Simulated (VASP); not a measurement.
Runs of VASP 6.6.1 on ZnCu. The structure is that of space group Pm-3m (No. 221), or close to it. The cells are those of the table. 

```tsv
task	cell	gap on the mesh (eV)	pressure (GPa)
electric field gradients	a = 2.945 Å, angles 91.1°, 2 atoms	none	(a)
single point	a = 2.925 Å, 2 atoms	none	-1.7
electric field gradients	a = 2.945 Å, angles 90.6°, 2 atoms	none	-4.0
electric field gradients	a = 2.945 Å, angles 89.4°, 2 atoms	none	-4.0
```

Alike in all rows: level PBEsol; potentials or basis VASP PAW PBE potentials, release 64 (Zn, Cu); no spin polarisation; k mesh 14 × 14 × 14; cutoff (eV) 520; smearing fermi-dirac 0.05 eV.

Question: Fill in the values left out.

Answer: (a) -3.9.

Caveats: the PAW data sets were made with another functional, which shifts forces and pressure a little; the cell stands under tension (at least some runs).

A gap of «none» marks levels without a gap at the run's occupations.
